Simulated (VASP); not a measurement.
A run of VASP 6.6.1:

The input INCAR:

```
SYSTEM = Cu
ALGO     = Normal         ! electronic algorithm
EDIFF    = 1E-6           ! SCF threshold, eV
ENCUT    = 820            ! plane-wave cutoff, eV
GGA      = PE             ! functional
GGA_COMPAT= .FALSE.      
ISIF     = 2              ! what is computed and relaxed
ISMEAR   = 0              ! smearing method
LASPH    = .TRUE.         ! aspherical terms in the spheres
LCHARG   = .TRUE.         ! write CHGCAR
LELF     = .TRUE.         ! ELF
LREAL    = .FALSE.        ! projectors in reciprocal space
LVHAR    = .TRUE.       
LWAVE    = .FALSE.        ! write WAVECAR
NBANDS   = 16             ! bands
NELM     = 120            ! most SCF steps
PREC     = Accurate       ! precision mode
SIGMA    = 0.1            ! smearing width, eV
```

The input KPOINTS:

```
k-points
0
G
  21 21 18
  0 0 0
```

Contents of POSCAR:

```
Cu
1.0
    2.4888223311      0.0000000000      0.0000000000
   -1.2444111655      2.1553833643      0.0000000000
    0.0000000000      0.0000000000      2.4258886740
Cu
1
Direct
    0.0000000000      0.0000000000      0.0000000000
```

Potentials or basis: VASP PAW PBE potentials, release 64 (Cu_sv_GW).

The run is started by

```bash
$ cat potpaw_PBE.64/Cu_sv_GW/POTCAR > POTCAR
$ mpirun -np 1 vasp_std > vasp.out
```

Hardware: 1 thread of Intel(R) Xeon(R) Platinum 8488C (Sapphire Rapids), on a shared host.

Task: How long does it take, and how much memory?

Result: It took 78 s on 1 thread of Intel(R) Xeon(R) Platinum 8488C (Sapphire Rapids) (shared host), peak memory 0.34 GiB. Counts: scf iterations 11, k points 480.
